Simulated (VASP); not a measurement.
AlFe: single point with PBE

Crystal: AlFe.

```
Al Fe
1.0
     2.80957    0.00000    0.00000
     0.00000    2.80957    0.00000
     0.00000    0.00000    2.80957
Al Fe
1 1
Direct
  0.00000 0.00000 0.00000
  0.50000 0.50000 0.50000
```

This cell differs from its parent crystal: volume scaled by 0.9.

```yaml
Program: VASP 6.6.1
Task: single point
Functional: PBE
Potentials_or_basis: VASP PAW PBE potentials, release 64 (Al, Fe)
Cutoff: 520 eV
k_mesh: 11 × 11 × 11
Occupations: fermi-dirac, width 0.1 eV
Spin: no spin polarisation
```

```json
{
  "Pressure": "13.3 GPa"
}
```

Levels at points of the mesh, in eV from the Fermi level:
```
           k point  band 2  band 3  band 4  band 5  band 6  band 7  band 8  band 9  band 10  band 11
(0.00, 0.00, 0.00)   -2.45   -2.45    0.16    0.16    0.16    6.91    6.91    6.91     9.83     9.83
```

It took 5.1 s on 1 thread of Intel(R) Xeon(R) 6975P-C (Granite Rapids), on a shared host, peak memory 0.15 GiB.

 Spin polarisation is off, so any magnetic state and its effect on volume and gap are missing.
